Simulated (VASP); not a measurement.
A run of VASP 6.6.1 is set up as follows.

Contents of INCAR:

```
SYSTEM = WF3
PREC = Accurate ; ENCUT = 520
EDIFF = 1E-7 ; ISMEAR = 0
SIGMA = 0.1 ; LREAL = .FALSE.
LASPH = .TRUE. ; NELM = 150
ALGO = Normal ; ISIF = 2
LWAVE = .FALSE. ; LCHARG = .FALSE.
ISPIN = 2 ; MAGMOM = 2.63 -0.01 -0.01 -0.01
LORBIT = 11 ; LMAXMIX = 4
GGA = PE ; NBANDS = 30
```

The input KPOINTS:

```
Automatic mesh
0
G
  4 4 4
  0 0 0
```

File POSCAR:

```
WF3
1.0
    3.8552265100      0.0000000000      0.0000000000
    0.0000000000      3.8552265100      0.0000000000
    0.0000000000      0.0000000000      3.8552265100
W F
1 3
Direct
    0.5000000000      0.5000000000      0.5000000000
    0.5000000000      0.0000000000      0.0000000000
    0.0000000000      0.5000000000      0.0000000000
    0.0000000000      0.0000000000      0.5000000000
```

Potentials or basis: VASP PAW PBE potentials, release 64 (W_sv, F).

Launch:

```console
$ cat potpaw_PBE.64/W_sv/POTCAR potpaw_PBE.64/F/POTCAR > POTCAR
$ mpirun -np 1 vasp_std > vasp.out
```

Predict the band gap on the k mesh.

zero (filled and empty bands overlap).

What does it give for the pressure?

-24.4 GPa.

Caveat: the k points lie up to 0.41 Å⁻¹ apart, too coarse for converged energies and pressures of a metal; spin-orbit coupling is left out, which moves the levels of the heavy elements.
